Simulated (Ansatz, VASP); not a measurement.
## One calculation of SnSe, two programs

```
Sn Se
1.0
     0.00000    3.01043    3.01043
     3.01043    0.00000    3.01043
     3.01043    3.01043    0.00000
Sn Se
1 1
Direct
  0.00000 0.00000 0.00000
  0.50000 0.50000 0.50000
```

Change from the starting cell: volume scaled by 1, PAW files.

Alike in both runs: task electric field gradients; functional PBEsol; k mesh 10 × 10 × 10; occupations fermi-dirac, width 0.05 eV; no spin polarisation.

|  | VASP | Ansatz |
| --- | --- | --- |
| version | VASP 6.6.1 | Ansatz 0.2.0 |
| potentials or method | VASP PAW PBE potentials, release 64 (Sn_d, Se) | PAW with Ansatz's default frozen-core files, scalar-relativistic |
| plane-wave cutoff (eV) | 520 | 420 |
| valence electrons in the cell | 20 | 30 |

|  | VASP | Ansatz | Ansatz less VASP |
| --- | --- | --- | --- |
| pressure (GPa) | -1.8 | -1.8 | -0.02 |

VASP's potentials were made for PBE, not for PBEsol. With one functional, cell and mesh, what is left measures potentials, basis and numerics. VASP's potentials hold 20 valence electrons a cell and Ansatz's 30, so a difference there can come from the potentials and not from the codes.
